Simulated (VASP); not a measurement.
# LiF (Griceite) (Fm-3m) in VASP: a series of runs, part 2 of 2

VASP 6.6.1. Earlier steps stand in the parts before.

**4. Relaxation of cell and atoms, PBEsol, target pressure 5 GPa, at which the enthalpy is minimised**

This run uses another cell than the first one, of 8.17 Å³/atom, 1.081 times its volume.

Contents of INCAR:

```
SYSTEM = LiF
PREC = Accurate
ENCUT = 750
EDIFF = 1E-7
ISMEAR = -1
SIGMA = 0.05
LREAL = .FALSE.
LASPH = .TRUE.
NELM = 120
ALGO = Normal
ISIF = 3
LWAVE = .FALSE.
LCHARG = .FALSE.
GGA = PS
IBRION = 2
NSW = 80
EDIFFG = -0.02
PSTRESS = 50.0
GGA_COMPAT = .FALSE.
NELMIN = 4
```

Contents of KPOINTS:

```
regular mesh
0
G
  11 11 11
  0 0 0
```

Contents of POSCAR:

```
LiF
1.0
    0.0000000000      2.0140000000      2.0140000000
    2.0140000000      0.0000000000      2.0140000000
    2.0140000000      2.0140000000      0.0000000000
F Li
1 1
Direct
    0.5000000000      0.5000000000      0.5000000000
    0.0000000000      0.0000000000      0.0000000000
```

Potentials or basis: VASP PAW PBE potentials, release 64 (F, Li_sv).

Run with:

```
> cat potpaw_PBE.64/F/POTCAR potpaw_PBE.64/Li_sv/POTCAR > POTCAR
> mpirun -np 1 vasp_std > vasp.out
```

OUTCAR:

```text
SYSTEM = LiF
   PREC = Accurate
   ENCUT = 750
   EDIFF = 1E-7
   ISMEAR = -1
   LREAL = .FALSE.
   LASPH = .TRUE.
   NELM = 120
   ISIF = 3
   GGA = PS
   IBRION = 2
   NSW = 80
   EDIFFG = -0.02
   PSTRESS = 50.0
   NELMIN = 4

 ion  position               nearest neighbor table
   1  0.500  0.500  0.500-   2 2.01   2 2.01   2 2.01   2 2.01   2 2.01   2 2.01
   2  0.000  0.000  0.000-   1 2.01   1 2.01   1 2.01   1 2.01   1 2.01   1 2.01

  LATTYP: Found a face centered cubic cell.
 ALAT       =     4.0280000000

  Lattice vectors:

 A1 = (   0.0000000000,   2.0140000000,   2.0140000000)
 A2 = (   2.0140000000,   0.0000000000,   2.0140000000)
 A3 = (   2.0140000000,   2.0140000000,   0.0000000000)

Analysis of symmetry for initial positions (statically):
=====================================================================
 Subroutine PRICEL returns:
 Original cell was already a primitive cell.

 Routine SETGRP: Setting up the symmetry group for a
 face centered cubic supercell.

 Subroutine GETGRP returns: Found 48 space group operations
 (whereof 48 operations were pure point group operations)
 out of a pool of 48 trial point group operations.

The static configuration has the point symmetry O_h .

Analysis of symmetry for dynamics (positions and initial velocities):
=====================================================================
 Subroutine PRICEL returns:
 Original cell was already a primitive cell.

 Routine SETGRP: Setting up the symmetry group for a
 face centered cubic supercell.

 Subroutine GETGRP returns: Found 48 space group operations
 (whereof 48 operations were pure point group operations)
 out of a pool of 48 trial point group operations.

The dynamic configuration has the point symmetry O_h .

 Subroutine INISYM returns: Found 48 space group operations
 (whereof 48 operations are pure point group operations),
 and found     1 'primitive' translations

----------------------------------------------------------------------------------------

                                     Primitive cell

  volume of cell :      16.3384

  direct lattice vectors                    reciprocal lattice vectors
     0.000000000  2.014000000  2.014000000    -0.248262165  0.248262165  0.248262165
     2.014000000  0.000000000  2.014000000     0.248262165 -0.248262165  0.248262165
     2.014000000  2.014000000  0.000000000     0.248262165  0.248262165 -0.248262165

  length of vectors
     2.848226115  2.848226115  2.848226115     0.430002683  0.430002683  0.430002683

  position of ions in fractional coordinates (direct lattice)
     0.500000000  0.500000000  0.500000000
     0.000000000  0.000000000  0.000000000

  ion indices of the primitive-cell ions
   primitive index   ion index
                 1           1
                 2           2

----------------------------------------------------------------------------------------

 KPOINTS: regular mesh

Automatic generation of k-mesh.
[... 26 lines left out ...]
  0.272727  0.000000  0.000000      8.000000
  0.363636  0.000000  0.000000      8.000000
  0.454545  0.000000  0.000000      8.000000
[... 16 lines left out ...]
 -0.272727  0.181818  0.000000     24.000000
 -0.181818  0.181818  0.000000     12.000000
 [... further k-points ...]
   k-points           NKPTS =     56   k-points in BZ     NKDIM =     56   number of bands    NBANDS=      9
   number of dos      NEDOS =    301   number of ions     NIONS =      2
   total plane-waves  NPLWV =  21952
   dimension x,y,z NGX =    28 NGY =   28 NGZ =   28
   dimension x,y,z NGXF=    56 NGYF=   56 NGZF=   56
   ions per type =               1   1
   NGX,Y,Z   is equivalent  to a cutoff of  16.34, 16.34, 16.34 a.u.
   NGXF,Y,Z  is equivalent  to a cutoff of  32.69, 32.69, 32.69 a.u.
 SYSTEM =  LiF
   PREC   = accura    normal or accurate (medium, high low for compatibility)
   ISTART =      0    job   : 0-new  1-cont  2-samecut
   ICHARG =      2    charge: 1-file 2-atom 10-const
   ISPIN  =      1    spin polarized calculation?
   LNONCOLLINEAR =      F non collinear calculations
   LSORBIT =      F    spin-orbit coupling
   LASPH  =      T    aspherical Exc in radial PAW
   ENCUT  =  750.0 eV  55.12 Ry    7.42 a.u.   6.36  6.36  6.36*2*pi/ulx,y,z
   NELM   =    120;   NELMIN=  4; NELMDL= -5     # of ELM steps
   EDIFF  = 0.1E-06   stopping-criterion for ELM
   LREAL  =      F    real-space projection
   EDIFFG = -.2E-01   stopping-criterion for IOM
   NSW    =     80    number of steps for IOM
   IBRION =      2    ionic relax: 0-MD 1-quasi-New 2-CG
   NFREE  =      1    steps in history (QN), initial steepest desc. (CG)
   ISIF   =      3    stress and relaxation
   ISYM   =      2    0-nonsym 1-usesym 2-fastsym
   POTIM  = 0.5000    time-step for ionic-motion
   TEBEG  =    0.0;   TEEND  =   0.0 temperature during run
   PSTRESS=   50.0 pullay stress
   NELECT =      10.0000    total number of electrons
   NUPDOWN=      -1.0000    fix difference up-down
   EMIN   =  10.00;   EMAX   =-10.00  energy-range for DOS
   EFERMI =   0.00;   METHOD = LEGACY
   ISMEAR =    -1;   SIGMA  =   0.05  broadening in eV -4-tet -1-fermi 0-gaus
   EFERMI_NEDOS =   21; number of points for ismear=-14 and -15
   IALGO  =     38    algorithm
   IMIX   =      4    mixing-type and parameters
     AMIX     =   0.40;   BMIX     =  1.00
     AMIX_MAG =   1.60;   BMIX_MAG =  1.00
  volume/ion in A,a.u.               =       8.17        55.13
  Fermi-wavevector in a.u.,A,eV,Ry     =   1.389970  2.626662 26.286674  1.932016
  Thomas-Fermi vector in A             =   2.513950
   LORBIT       =      0    0 simple, 1 ext, 2 COOP (PROOUT), +10 PAW based schemes
   GGA     = PS    functional components
   LHFCALC =     F    Hartree Fock is set to
   AEXX    =    0.0000 exact exchange contribution
   IVDW    =     0    specifies the selected vdW correction
   LEPSILON=     F    determine dielectric tensor
   LRPA    =     F    only Hartree local field effects (RPA)
 conjugate gradient relaxation of ions
 non-spin polarized calculation
  energy-cutoff  :      750.00
  volume of cell :       16.34
 maximum number of plane-waves:       775
 NGX is ok and might be reduce to    28
   NGX = 13   NGY = 13   NGZ = 13

--------------------------------------- Ionic step        1  -------------------------------------------

 number of electron      10.0000002 magnetization

 Free energy of the ion-electron system (eV)
  ---------------------------------------------------
  ext. energy  EPLUGINS =         0.00000000
  ---------------------------------------------------
  free energy    TOTEN  =        -9.85691685 eV

  energy without entropy =       -9.85691685  energy(sigma->0) =       -9.85691685

------------------------ aborting loop because EDIFF is reached ----------------------------------------

  FORCE on cell =-STRESS in cart. coord.  units (eV):
  Direction    XX          YY          ZZ          XY          YZ          ZX
  --------------------------------------------------------------------------------------
  -------------------------------------------------------------------------------------
  Total       -0.1521840     -0.1521840     -0.1521840     -0.0000000     -0.0000000      0.0000000
  in kB      -14.9235143    -14.9235143    -14.9235143     -0.0000000     -0.0000000      0.0000000
  external PRESSURE =     -64.9235143 kB  Pullay stress =      50.0000000 kB
[... 63 lines left out ...]
--------------------------------------- Ionic step        3  -------------------------------------------

 number of electron       9.9999999 magnetization

 Free energy of the ion-electron system (eV)
  ---------------------------------------------------
  ext. energy  EPLUGINS =         0.00000000
  ---------------------------------------------------
  free energy    TOTEN  =        -9.84633456 eV

  energy without entropy =       -9.84633456  energy(sigma->0) =       -9.84633456

 E-fermi :   0.5379     XC(G=0): -10.5848

 val. band max:       -0.6429955904   @ k =   0.0000   0.0000   0.0000
 cond. band min:       8.9557404315   @ k =   0.0000   0.0000   0.0000
 fundamental gap:      9.5987360219
 Fermi energy:         0.5378677155

 k-point     1 :       0.0000    0.0000    0.0000
  band No.  band energies     occupation
      1     -40.6877      2.00000
      2     -20.7214      2.00000
      3      -0.6430      2.00000
      4      -0.6430      2.00000
      5      -0.6430      2.00000
      6       8.9557      0.00000
      7      24.1605      0.00000
      8      24.1605      0.00000
      9      24.1605      0.00000
[... 265 lines left out ...]
 k-point    24 :      -0.1818    0.1818    0.0000
  band No.  band energies     occupation
      1     -40.6297      2.00000
      2     -20.3886      2.00000
      3      -2.2527      2.00000
      4      -1.4604      2.00000
      5      -0.7288      2.00000
      6      10.8117      0.00000
      7      16.8032      0.00000
      8      20.0374      0.00000
      9      20.1550      0.00000

 [... further k-points ...]
[... 5 lines left out ...]
  --------------------------------------------------------------------------------------
  -------------------------------------------------------------------------------------
  Total        0.4503544      0.4503544      0.4503544      0.0000000      0.0000000      0.0000000
  in kB       47.6130639     47.6130639     47.6130639      0.0000000      0.0000000      0.0000000
  external PRESSURE =      -2.3869361 kB  Pullay stress =      50.0000000 kB
[... 21 lines left out ...]
  energy  without entropy=       -9.8463345639  energy(sigma->0) =       -9.84633456

  enthalpy is  TOTEN    =        -9.3734029807 eV   P V=        0.4729315832

 reached required accuracy - stopping structural energy minimisation
```

CONTCAR:

```text
LiF
   1.00000000000000
    -0.0000000000000000    1.9641273061762328    1.9641273061762328
     1.9641273061762328   -0.0000000000000000    1.9641273061762328
     1.9641273061762328    1.9641273061762328   -0.0000000000000000
  F               Li
     1     1
Direct
     0.5000000000000000    0.5000000000000000    0.5000000000000000
     0.0000000000000000    0.0000000000000000    0.0000000000000000

  0.00000000E+00  0.00000000E+00  0.00000000E+00
  0.00000000E+00  0.00000000E+00  0.00000000E+00
```

Wall time 40 s (1 thread of Intel Xeon Platinum 8488C (Sapphire Rapids), shared host); peak memory 0.16 GiB.

Results:

| Quantity | Value |
| --- | --- |
| Free energy | -9.8463 eV |
| Relaxed volume | 7.58 Å³/atom |
| Relaxed cell | a = 2.778 Å, b = 2.778 Å, c = 2.778 Å, α = 60.00°, β = 60.00°, γ = 60.00° |
| Space group after relaxing (to 0.05 Å) | Fm-3m (No. 225) |
| Energy change on relaxing (the enthalpy is what falls) | +5.3 meV/atom |
| Ionic steps | 3 |
| Pressure after relaxing | 4.8 GPa |
| Band gap on the k mesh | 9.60 eV, direct |

The path:
```tsv
step	energy change (eV)	largest force (eV/Å)	pressure (GPa)	volume (Å³)
1	0.0000	0.0000	-1.49	16.34
2	0.0016	0.0000	2.31	15.57
3	0.0106	0.0000	4.76	15.15
```

Final structure:
```cif
data_structure
_symmetry_space_group_name_H-M 'P 1'
_symmetry_Int_Tables_number 1
_cell_length_a 2.7777
_cell_length_b 2.7777
_cell_length_c 2.7777
_cell_angle_alpha 60.000
_cell_angle_beta 60.000
_cell_angle_gamma 60.000
_cell_volume 15.15
loop_
_atom_site_label
_atom_site_type_symbol
_atom_site_fract_x
_atom_site_fract_y
_atom_site_fract_z
_atom_site_occupancy
F1 F 0.50000 0.50000 0.50000 1
Li1 Li 0.00000 0.00000 0.00000 1
```

Levels at points of the mesh, in eV from the valence-band top:
```csv
k point,band 3,band 4,band 5,band 6,band 7,band 8
"(0.00, 0.00, 0.00)",0.00,0.00,0.00,9.60,24.80,24.80
```

Caveat: the cell is relaxed towards a set pressure, so the enthalpy falls and the energy may rise; the PAW data sets were made with another functional, which shifts forces and pressure a little. A k mesh can miss the band edges.

**5. Overview**

| task | cell | gap on the mesh (eV) | pressure (GPa) |
| --- | --- | --- | --- |
| single point | a = 2.775 Å, angles 60.0°, 2 atoms | 9.63 | 4.8 |
| relaxation of cell and atoms | relaxed from a = 2.848 Å, angles 60.0°, 2 atoms | 9.08 | 0.0 |
| relaxation of cell and atoms | relaxed to 5 GPa from a = 2.848 Å, angles 60.0°, 2 atoms | 9.60 | 4.8 |

Alike in all rows: level PBEsol; potentials or basis VASP PAW PBE potentials, release 64 (F, Li_sv); no spin polarisation; k mesh 11 × 11 × 11; cutoff (eV) 750; smearing fermi-dirac 0.05 eV.

Caveats: the PAW data sets were made with another functional, which shifts forces and pressure a little; the cell is relaxed towards a set pressure, so the enthalpy falls and the energy may rise (some runs).

Absolute energies hang on the potentials; compare differences alone.
